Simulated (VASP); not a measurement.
Runs of VASP 6.6.1 on NiMoIrPdW. Symmetry: P-3m1, No. 164, trigonal system. Conventional cell: a = 2.771 Å, b = 2.771 Å, c = 22.020 Å, α = 90.00°, β = 90.00°, γ = 120.00°. Within 3.4 Å of Ni (site symmetry 3m) lie 3 Mo at 2.55 Å and 3 Pd at 2.65 Å and 6 Ni at 2.77 Å. Within 3.4 Å of Mo (site symmetry 3m) lie 3 Ni at 2.55 Å and 3 Ir at 2.76 Å and 6 Mo at 2.77 Å. Within 3.5 Å of Pd (site symmetry 3m) lie 3 Ni at 2.65 Å and 9 Pd at 2.77 to 2.84 Å. Ir (site symmetry 3m) has 3 Mo at 2.76 Å and 3 W at 2.77 Å and 6 Ir at 2.77 Å within 3.6 Å. W (site symmetry 3m) has 3 Ir at 2.77 Å and 9 W at 2.77 to 2.93 Å within 3.6 Å. 

```csv
level,gap on the mesh (eV),pressure (GPa),moment (μB),relaxed volume (Å³/atom),largest force (eV/Å)
revPBE,none,0.0,0.00,14.84,0.01
RPBE,none,0.1,0.00,(a),0.01
vdW-DF-cx,none,0.0,0.00,14.22,-
optB88-vdW,none,0.1,0.00,14.66,-
```

Alike in all rows: task relaxation of cell and atoms; potentials or basis VASP PAW PBE potentials, release 64 (Ni, Mo_sv, Pd, Ir, W_sv); spin collinear, ferromagnetic start; cell relaxed; k mesh 11 × 11 × 2; cutoff (eV) 600; smearing fermi-dirac 0.05 eV.

Problem. Fill in the values left out.

Solution. (a) 14.92.

Caveats: the PAW data sets were made with another functional, which shifts forces and pressure a little; spin-orbit coupling is left out, which moves the levels of the heavy elements.

A k mesh can miss the band edges, and the runs leave out spin-orbit coupling on Ir, Mo, Pd, W.

A gap of «none» marks levels without a gap at the run's occupations.
